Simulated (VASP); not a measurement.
Crystal: CaB6.

```
Ca B
1.0
     4.04716    0.00000    0.00000
     0.00000    4.04716    0.00000
     0.00000    0.00000    4.04716
Ca B
1 6
Direct
  0.00000 0.00000 0.00000
  0.20700 0.50000 0.50000
  0.50000 0.20700 0.50000
  0.79300 0.50000 0.50000
  0.50000 0.79300 0.50000
  0.50000 0.50000 0.20700
  0.50000 0.50000 0.79300
```

- Program: VASP 6.6.1
- Task: relaxation of cell and atoms
- Functional: PBE
- Potentials or basis: VASP PAW PBE potentials, release 64 (Ca_sv, B)
- Cutoff: 600 eV
- k mesh: 4 × 4 × 4
- Occupations: gaussian, width 0.2 eV
- Spin: no spin polarisation

At the start: pressure 15.3 GPa; volume 9.47 Å³/atom.

Problem. How do energy, volume and symmetry change on relaxing?

Solution. Over 6 steps the energy falls by 51.5 meV/atom and the volume is 10.19 Å³/atom (+7.6 %); space group Pm-3m (No. 221, to 0.05 Å).

The path:
| step | energy change (eV) | largest force (eV/Å) | pressure (GPa) | volume (Å³) |
| --- | --- | --- | --- | --- |
| 1 | 0.0000 | 2.0831 | 15.32 | 66.29 |
| 2 | 0.9735 | 4.8329 | -7.34 | 75.36 |
| 3 | -0.3098 | 0.5739 | 4.71 | 68.97 |
| 4 | -0.3104 | 0.4862 | 5.02 | 68.87 |
| 5 | -0.3539 | 0.1232 | -1.72 | 72.21 |
| 6 | -0.3602 | 0.0126 | -0.04 | 71.30 |

Final structure:
```yaml
crystal:
  lattice:
    - [4.14662, 0.00000, 0.00000]
    - [0.00000, 4.14662, 0.00000]
    - [0.00000, 0.00000, 4.14662]
  atoms:
    - { symbol: Ca, position: [0.00000, 0.00000, 0.00000] }
    - { symbol: B, position: [0.20129, 0.50000, 0.50000] }
    - { symbol: B, position: [0.50000, 0.20129, 0.50000] }
    - { symbol: B, position: [0.79871, 0.50000, 0.50000] }
    - { symbol: B, position: [0.50000, 0.79871, 0.50000] }
    - { symbol: B, position: [0.50000, 0.50000, 0.20129] }
    - { symbol: B, position: [0.50000, 0.50000, 0.79871] }
```

Caveat: the relaxation stopped at a loose force limit of 0.08 eV/Å, so its end isn't a converged minimum.
